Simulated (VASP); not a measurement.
The system is PtSe2 (Sudovikovite).

```xyz
3
Lattice="3.7240 0.0000 0.0000 -1.8620 3.2251 0.0000 0.0000 0.0000 5.0620" Properties=species:S:1:pos:R:3 pbc="T T T"
Pt    0.0000    0.0000    0.0000
Se    1.8620    1.0750    3.7965
Se    0.0000    2.1501    1.2655
```

* Program: VASP 6.6.1
* Task: relaxation of cell and atoms
* Functional: r2SCAN
* Potentials or basis: VASP PAW PBE potentials, release 64 (Pt, Se)
* Cutoff: 600 eV
* k mesh: 8 × 8 × 5
* Occupations: fermi-dirac, width 0.05 eV
* Spin: no spin polarisation

At the start: pressure 5.0 GPa; volume 20.27 Å³/atom.

Task: How do energy, volume and symmetry change on relaxing?

Result: Over 19 steps the energy falls by 23.3 meV/atom and the volume is 23.16 Å³/atom (+14.3 %); space group P-3m1 (No. 164, to 0.05 Å).

Step by step:
```csv
step,energy change (eV),largest force (eV/Å),pressure (GPa),volume (Å³)
1,0.0000,0.3900,5.02,60.80
2,0.0580,0.7959,-6.60,66.56
3,-0.0335,0.1024,0.03,62.87
4,-0.0335,0.0935,0.13,62.83
5,-0.0370,0.1084,0.13,63.04
6,-0.0450,0.1506,0.17,63.66
7,-0.0507,0.2332,0.42,64.85
8,-0.0537,0.2283,0.23,65.25
9,-0.0606,0.2107,-0.28,66.43
10,-0.0667,0.1665,-1.02,68.83
11,-0.0696,0.0005,0.05,68.87
12,-0.0697,0.0085,0.10,68.88
13,-0.0697,0.0079,0.09,68.95
14,-0.0698,0.0104,0.06,69.16
15,-0.0699,0.0160,0.02,69.59
16,-0.0699,0.0151,0.03,69.51
17,-0.0699,0.0088,-0.09,69.55
18,-0.0699,0.0005,-0.06,69.53
19,-0.0699,0.0026,0.00,69.49
```

Final structure:
```cif
data_structure
_symmetry_space_group_name_H-M 'P 1'
_symmetry_Int_Tables_number 1
_cell_length_a 3.7191
_cell_length_b 3.7191
_cell_length_c 5.8010
_cell_angle_alpha 90.000
_cell_angle_beta 90.000
_cell_angle_gamma 120.000
_cell_volume 69.49
loop_
_atom_site_label
_atom_site_type_symbol
_atom_site_fract_x
_atom_site_fract_y
_atom_site_fract_z
_atom_site_occupancy
Pt1 Pt 0.00000 0.00000 0.00000 1
Se1 Se 0.66667 0.33333 0.77398 1
Se2 Se 0.33333 0.66667 0.22602 1
```

Caveat: the PAW data sets were made with another functional, which shifts forces and pressure a little; the volume moved by +14 % from the deposited cell, more than functionals usually miss.
